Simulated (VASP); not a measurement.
# As (Cmce) in VASP: a series of runs

As is run at these levels: PBE; tasks: single point.

Program: VASP 6.6.1. These are calculated values, not measurements. Logs are shortened: lines on timing, memory, paths and dates and some standing lists are left out, and cuts for length are marked.

## 1. The cell of the first run

The structure is orthorhombic, space group Cmce (No. 64). Conventional cell: a = 3.650 Å, b = 11.000 Å, c = 4.470 Å, α = 90.00°, β = 90.00°, γ = 90.00°. As (site symmetry m) has 5 As at 2.48 to 3.32 Å within 3.4 Å.

## 2. Single point, PBE

Contents of INCAR:

```
SYSTEM = As
PREC = Accurate
ENCUT = 500
EDIFF = 1E-6
ISMEAR = 0
SIGMA = 0.01
LREAL = .False.
LASPH = .True.
NELM = 120
ALGO = Normal
ISIF = 2
LWAVE = .False.
LCHARG = .True.
GGA = PE
LELF = .True.
LVHAR = .True.
NBANDS = 18
GGA_COMPAT = .False.
```

Contents of KPOINTS:

```
Automatic mesh
0
Gamma
  3 3 3
  0 0 0
```

Contents of POSCAR:

```
As
1.0
    1.8250000000     -5.5000000000      0.0000000000
    1.8250000000      5.5000000000      0.0000000000
    0.0000000000      0.0000000000      4.4700000000
As
4
Direct
    0.3900000000      0.6100000000      0.5600000000
    0.8900000000      0.1100000000      0.9400000000
    0.6100000000      0.3900000000      0.4400000000
    0.1100000000      0.8900000000      0.0600000000
```

Potentials or basis: VASP PAW PBE potentials, release 64 (As).

Launch:

```console
$ cat potpaw_PBE.64/As/POTCAR > POTCAR
$ mpirun -np 1 vasp_std > vasp.out
```

OUTCAR:

```text
SYSTEM = As
   PREC = Accurate
   ENCUT = 500
   EDIFF = 1E-6
   ISMEAR = 0
   LREAL = .False.
   LASPH = .True.
   NELM = 120
   ISIF = 2
   GGA = PE

 ion  position               nearest neighbor table
   1  0.390  0.610  0.560-   3 2.48   2 2.49   2 2.49
   2  0.890  0.110  0.940-   4 2.48   1 2.49   1 2.49
   3  0.610  0.390  0.440-   1 2.48   4 2.49   4 2.49
   4  0.110  0.890  0.060-   2 2.48   3 2.49   3 2.49

  LATTYP: Found a base centered orthorhombic cell.
 ALAT       =     3.6500000000
 B/A-ratio  =     3.0136986301
 C/A-ratio  =     1.2246575342

  Lattice vectors:

 A1 = (   1.8250000000,  -5.5000000000,   0.0000000000)
 A2 = (   1.8250000000,   5.5000000000,   0.0000000000)
 A3 = (   0.0000000000,   0.0000000000,   4.4700000000)

Analysis of symmetry for initial positions (statically):
=====================================================================
 Subroutine PRICEL returns:
 Original cell was already a primitive cell.

 Routine SETGRP: Setting up the symmetry group for a
 base centered orthorhombic supercell.

 Subroutine GETGRP returns: Found  8 space group operations
 (whereof  4 operations were pure point group operations)
 out of a pool of  8 trial point group operations.

The static configuration has the point symmetry C_2h.
 The point group associated with its full space group is D_2h.

Analysis of symmetry for dynamics (positions and initial velocities):
=====================================================================
 Subroutine PRICEL returns:
 Original cell was already a primitive cell.

 Routine SETGRP: Setting up the symmetry group for a
 base centered orthorhombic supercell.

 Subroutine GETGRP returns: Found  8 space group operations
 (whereof  4 operations were pure point group operations)
 out of a pool of  8 trial point group operations.

The dynamic configuration has the point symmetry C_2h.
 The point group associated with its full space group is D_2h.

 Subroutine INISYM returns: Found  8 space group operations
 (whereof  4 operations are pure point group operations),
 and found     1 'primitive' translations

----------------------------------------------------------------------------------------

                                     Primitive cell

  volume of cell :      89.7353

  direct lattice vectors                    reciprocal lattice vectors
[... 74 lines left out ...]
   EDIFF  = 0.1E-05   stopping-criterion for ELM
   LREAL  =      F    real-space projection
   EDIFFG = 0.1E-04   stopping-criterion for IOM
   NSW    =      0    number of steps for IOM
   IBRION =     -1    ionic relax: 0-MD 1-quasi-New 2-CG
   NFREE  =      0    steps in history (QN), initial steepest desc. (CG)
   ISIF   =      2    stress and relaxation
   ISYM   =      2    0-nonsym 1-usesym 2-fastsym
   POTIM  = 0.5000    time-step for ionic-motion
   TEBEG  =    0.0;   TEEND  =   0.0 temperature during run
   PSTRESS=    0.0 pullay stress
   NELECT =      20.0000    total number of electrons
   NUPDOWN=      -1.0000    fix difference up-down
   EMIN   =  10.00;   EMAX   =-10.00  energy-range for DOS
   EFERMI =   0.00;   METHOD = LEGACY
   ISMEAR =     0;   SIGMA  =   0.01  broadening in eV -4-tet -1-fermi 0-gaus
   EFERMI_NEDOS =   21; number of points for ismear=-14 and -15
   IALGO  =     38    algorithm
   IMIX   =      4    mixing-type and parameters
     AMIX     =   0.40;   BMIX     =  1.00
     AMIX_MAG =   1.60;   BMIX_MAG =  1.00
  volume/ion in A,a.u.               =      22.43       151.39
  Fermi-wavevector in a.u.,A,eV,Ry     =   0.992576  1.875697 13.404559  0.985207
  Thomas-Fermi vector in A             =   2.124398
   LORBIT       =      0    0 simple, 1 ext, 2 COOP (PROOUT), +10 PAW based schemes
   GGA     = PE    functional components
   LHFCALC =     F    Hartree Fock is set to
   AEXX    =    0.0000 exact exchange contribution
   IVDW    =     0    specifies the selected vdW correction
   LEPSILON=     F    determine dielectric tensor
   LRPA    =     F    only Hartree local field effects (RPA)
 non-spin polarized calculation
 Gauss-broadening in eV      SIGMA  =   0.01
  energy-cutoff  :      500.00
  volume of cell :       89.74
 maximum number of plane-waves:      2311
 NGX is ok and might be reduce to    42
   NGX = 21   NGY = 21   NGZ = 17

 number of electron      20.0000003 magnetization

 Free energy of the ion-electron system (eV)
  ---------------------------------------------------
  ext. energy  EPLUGINS =         0.00000000
  ---------------------------------------------------
  free energy    TOTEN  =       -18.34892730 eV

  energy without entropy =      -18.34892730  energy(sigma->0) =      -18.34892730

 E-fermi :   4.7650     XC(G=0):  -9.7468

 val. band max:        4.6547143863   @ k =  -0.3333   0.3333   0.0000
 cond. band min:       5.2064969747   @ k =   0.3333   0.3333   0.0000
 fundamental gap:      0.5517825884
 Fermi energy:         4.7650450409

 k-point     1 :       0.0000    0.0000    0.0000
  band No.  band energies     occupation
      1      -9.9727      2.00000
      2      -7.1829      2.00000
      3      -4.5858      2.00000
      4      -1.2296      2.00000
      5      -1.1768      2.00000
      6       0.4998      2.00000
[... 145 lines left out ...]
      5       1.1687      2.00000
      6       2.1238      2.00000
[... 10 lines left out ...]
     17      11.2911      0.00000
     18      11.9981      0.00000

------------------------ aborting loop because EDIFF is reached ----------------------------------------

  FORCE on cell =-STRESS in cart. coord.  units (eV):
  Direction    XX          YY          ZZ          XY          YZ          ZX
  --------------------------------------------------------------------------------------
  -------------------------------------------------------------------------------------
  Total        4.1765069      2.2103610      0.8147915      0.0000000      0.0000000      0.0000000
  in kB       74.5694097     39.4648739     14.5476879      0.0000000      0.0000000      0.0000000
  external PRESSURE =      42.8606572 kB  Pullay stress =       0.0000000 kB

 VOLUME and BASIS-vectors are now :
 -----------------------------------------------------------------------------
  energy-cutoff  :      500.00
  volume of cell :       89.74
      direct lattice vectors                 reciprocal lattice vectors
     1.825000000 -5.500000000  0.000000000     0.273972603 -0.090909091  0.000000000
     1.825000000  5.500000000  0.000000000     0.273972603  0.090909091  0.000000000
     0.000000000  0.000000000  4.470000000     0.000000000  0.000000000  0.223713647

 POSITION                                       TOTAL-FORCE (eV/Angst)
 -----------------------------------------------------------------------------------
      1.82500      1.21000      2.50320         0.000000      0.420935      0.001191
      1.82500     -4.29000      4.20180         0.000000      0.420935     -0.001191
      1.82500     -1.21000      1.96680         0.000000     -0.420935     -0.001191
      1.82500      4.29000      0.26820         0.000000     -0.420935      0.001191
 -----------------------------------------------------------------------------------
    total drift:                               -0.000000     -0.000000     -0.000000

  FREE ENERGIE OF THE ION-ELECTRON SYSTEM (eV)
  ---------------------------------------------------
  free  energy   TOTEN  =       -18.3489272966 eV

  energy  without entropy=      -18.3489272966  energy(sigma->0) =      -18.34892730
```

OSZICAR:

```text
N       E                     dE             d eps       ncg     rms          rms(c)
DAV:   1     0.624380297583E+02    0.62438E+02   -0.75855E+03   288   0.895E+02
DAV:   2    -0.141195236033E+02   -0.76558E+02   -0.73912E+02   412   0.139E+02
DAV:   3    -0.183824887063E+02   -0.42630E+01   -0.42377E+01   348   0.344E+01
DAV:   4    -0.184119666696E+02   -0.29478E-01   -0.29465E-01   372   0.327E+00
DAV:   5    -0.184121032981E+02   -0.13663E-03   -0.13662E-03   336   0.229E-01    0.485E+00
DAV:   6    -0.183693679592E+02    0.42735E-01   -0.21303E-02   310   0.839E-01    0.293E+00
DAV:   7    -0.183487406027E+02    0.20627E-01   -0.47064E-02   314   0.123E+00    0.129E-01
DAV:   8    -0.183487885196E+02   -0.47917E-04   -0.25778E-03   308   0.287E-01    0.678E-02
DAV:   9    -0.183489136427E+02   -0.12512E-03   -0.28793E-04   354   0.890E-02    0.224E-02
DAV:  10    -0.183489254948E+02   -0.11852E-04   -0.11193E-05   340   0.200E-02    0.837E-03
DAV:  11    -0.183489271745E+02   -0.16798E-05   -0.40695E-06   308   0.132E-02    0.182E-03
DAV:  12    -0.183489272966E+02   -0.12203E-06   -0.26051E-07   162   0.279E-03
   1 F= -.18348927E+02 E0= -.18348927E+02  d E =-.568933E-56
```

stdout:

```text
POSCAR found type information on POSCAR As
 POSCAR found :  1 types and       4 ions
 scaLAPACK will be used
 LDA part: xc-table for (Slater+PW92), standard interpolation
 POSCAR, INCAR and KPOINTS ok, starting setup
 FFT: planning ... GRIDC
 FFT: planning ... GRID_SOFT
 FFT: planning ... GRID
 WAVECAR not read
 entering main loop
```

It took 32 s on 1 thread of Intel Xeon 8259CL, shared host; peak memory 0.23 GiB.

What came out:

| Property | Result |
| --- | --- |
| Free energy | -18.3489 eV |
| Pressure | 4.3 GPa |
| Largest force | 0.421 eV/Å |

Forces on the atoms (eV/Å):
```
As   0.000  0.421  0.001
As   0.000  0.421 -0.001
As   0.000 -0.421 -0.001
As   0.000 -0.421  0.001
```

Stress tensor (GPa, compression positive):
```
7.46 0.00 0.00
0.00 3.95 0.00
0.00 0.00 1.45
```

Caveat: the k points lie up to 0.60 Å⁻¹ apart.

## 3. Single point, PBE

Contents of INCAR:

```
PREC = Accurate ; ENCUT = 500
EDIFF = 1E-6 ; ISMEAR = 0
SIGMA = 0.01 ; LREAL = False
LASPH = True ; NELM = 120
ALGO = Normal ; ISIF = 2
LWAVE = False ; LCHARG = True
GGA = PE ; LELF = True
LVHAR = True ; NBANDS = 18
GGA_COMPAT = False
```

Contents of KPOINTS:

```
regular mesh
0
Gamma
  4 4 3
```

POSCAR is that of step 2.

Potentials or basis: VASP PAW PBE potentials, release 64 (As).

Launch:

```console
$ cat potpaw_PBE.64/As/POTCAR > POTCAR
$ mpirun -np 1 vasp_std > vasp.out
```

OUTCAR:

```text
PREC = Accurate
   ENCUT = 500
   EDIFF = 1E-6
   ISMEAR = 0
   LREAL = False
   LASPH = True
   NELM = 120
   ISIF = 2
   GGA = PE

 ion  position               nearest neighbor table
   1  0.390  0.610  0.560-   3 2.48   2 2.49   2 2.49
   2  0.890  0.110  0.940-   4 2.48   1 2.49   1 2.49
   3  0.610  0.390  0.440-   1 2.48   4 2.49   4 2.49
   4  0.110  0.890  0.060-   2 2.48   3 2.49   3 2.49

  LATTYP: Found a base centered orthorhombic cell.
 ALAT       =     3.6500000000
[... 482 lines left out ...]
  Direction    XX          YY          ZZ          XY          YZ          ZX
  --------------------------------------------------------------------------------------
  -------------------------------------------------------------------------------------
  Total        2.4701535      2.5843063      0.8367268      0.0000000      0.0000000      0.0000000
  in kB       44.1033375     46.1414761     14.9393321      0.0000000      0.0000000      0.0000000
  external PRESSURE =      35.0613819 kB  Pullay stress =       0.0000000 kB

 VOLUME and BASIS-vectors are now :
 -----------------------------------------------------------------------------
  energy-cutoff  :      500.00
  volume of cell :       89.74
      direct lattice vectors                 reciprocal lattice vectors
     1.825000000 -5.500000000  0.000000000     0.273972603 -0.090909091  0.000000000
     1.825000000  5.500000000  0.000000000     0.273972603  0.090909091  0.000000000
     0.000000000  0.000000000  4.470000000     0.000000000  0.000000000  0.223713647

 POSITION                                       TOTAL-FORCE (eV/Angst)
 -----------------------------------------------------------------------------------
      1.82500      1.21000      2.50320         0.000000      0.379996      0.030071
      1.82500     -4.29000      4.20180         0.000000      0.379996     -0.030071
      1.82500     -1.21000      1.96680         0.000000     -0.379996     -0.030071
      1.82500      4.29000      0.26820         0.000000     -0.379996      0.030071
 -----------------------------------------------------------------------------------
    total drift:                               -0.000000     -0.000000     -0.000000

  FREE ENERGIE OF THE ION-ELECTRON SYSTEM (eV)
  ---------------------------------------------------
  free  energy   TOTEN  =       -18.4776414808 eV

  energy  without entropy=      -18.4776414808  energy(sigma->0) =      -18.47764148
```

OSZICAR:

```text
N       E                     dE             d eps       ncg     rms          rms(c)
DAV:   1     0.665192486785E+02    0.66519E+02   -0.76810E+03   504   0.897E+02
DAV:   2    -0.140803763533E+02   -0.80600E+02   -0.78034E+02   684   0.147E+02
DAV:   3    -0.185030930088E+02   -0.44227E+01   -0.43882E+01   660   0.345E+01
DAV:   4    -0.185349452187E+02   -0.31852E-01   -0.31821E-01   600   0.328E+00
DAV:   5    -0.185350894555E+02   -0.14424E-03   -0.14423E-03   606   0.238E-01    0.478E+00
DAV:   6    -0.184969820447E+02    0.38107E-01   -0.17465E-02   566   0.760E-01    0.288E+00
DAV:   7    -0.184774105725E+02    0.19571E-01   -0.39019E-02   562   0.113E+00    0.123E-01
DAV:   8    -0.184775191164E+02   -0.10854E-03   -0.16020E-03   538   0.225E-01    0.620E-02
DAV:   9    -0.184776355269E+02   -0.11641E-03   -0.23701E-04   618   0.824E-02    0.189E-02
DAV:  10    -0.184776403806E+02   -0.48537E-05   -0.10615E-05   542   0.192E-02    0.743E-03
DAV:  11    -0.184776413882E+02   -0.10076E-05   -0.34859E-06   548   0.118E-02    0.132E-03
DAV:  12    -0.184776414808E+02   -0.92618E-07   -0.16906E-07   294   0.228E-03
   1 F= -.18477641E+02 E0= -.18477641E+02  d E =-.226314E-25
```

Run time: 48 s. Hardware: 1 thread of Intel Xeon 8259CL, shared host; peak memory 0.23 GiB.

What came out:

| Quantity | Value |
| --- | --- |
| Free energy | -18.4776 eV |
| Pressure | 3.5 GPa |
| Largest force | 0.381 eV/Å |

Forces on the atoms (eV/Å):
```
As   0.000  0.380  0.030
As   0.000  0.380 -0.030
As   0.000 -0.380 -0.030
As   0.000 -0.380  0.030
```

Caveat: the k points lie up to 0.47 Å⁻¹ apart.
